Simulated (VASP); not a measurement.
Set up this calculation in VASP 6.6.1, as the native input.

| Item | Value |
| --- | --- |
| Task | single point |
| Functional | PBE |
| Potentials or basis | VASP PAW PBE potentials, release 64 (Ag_sv_GW) |
| Cutoff | 630 eV |
| k mesh | 18 × 18 × 17 |
| Occupations | fermi-dirac, width 0.1 eV |
| Spin | no spin polarisation |
| Dipole correction | no |
| Further INCAR settings | ALGO = Normal; EDIFF = 1e-06; NBANDS = 16 |

The structure of Ag lies in POSCAR:

```
Ag
1.0
    2.3603650849      0.0000000000      0.0000000000
   -1.1801825425      2.0441361258      0.0000000000
    0.0000000000      0.0000000000      2.2635563267
Ag
1
Direct
    0.0000000000      0.0000000000      0.0000000000
```

This isn't the form of Ag at room conditions, which is fcc.

These files were run (other wordings do the same):

INCAR

```
PREC = Accurate
ENCUT = 630
EDIFF = 1E-6
ISMEAR = -1
SIGMA = 0.1
LREAL = F
LASPH = T
NELM = 120
ALGO = Normal
ISIF = 2
LWAVE = F
LCHARG = T
GGA = PE
LELF = T
LVHAR = T
NBANDS = 16
GGA_COMPAT = F
```

KPOINTS

```
regular mesh
0
Gamma
  18 18 17
```

Potentials or basis: VASP PAW PBE potentials, release 64 (Ag_sv_GW).

Run with:

```sh
$ cat potpaw_PBE.64/Ag_sv_GW/POTCAR > POTCAR
$ mpirun -np 1 vasp_std > vasp.out
```

It gave:

```
Pressure               : 219.9 GPa
Band gap on the k mesh : zero (an odd number of electrons rules out a gap without spin polarisation)
```

Caveat: the cell stands under pressure.

Run time: 54 s on 1 thread of Intel(R) Xeon(R) Platinum 8375C CPU @ 2.90GHz (Ice Lake), on a shared host, peak memory 0.21 GiB.
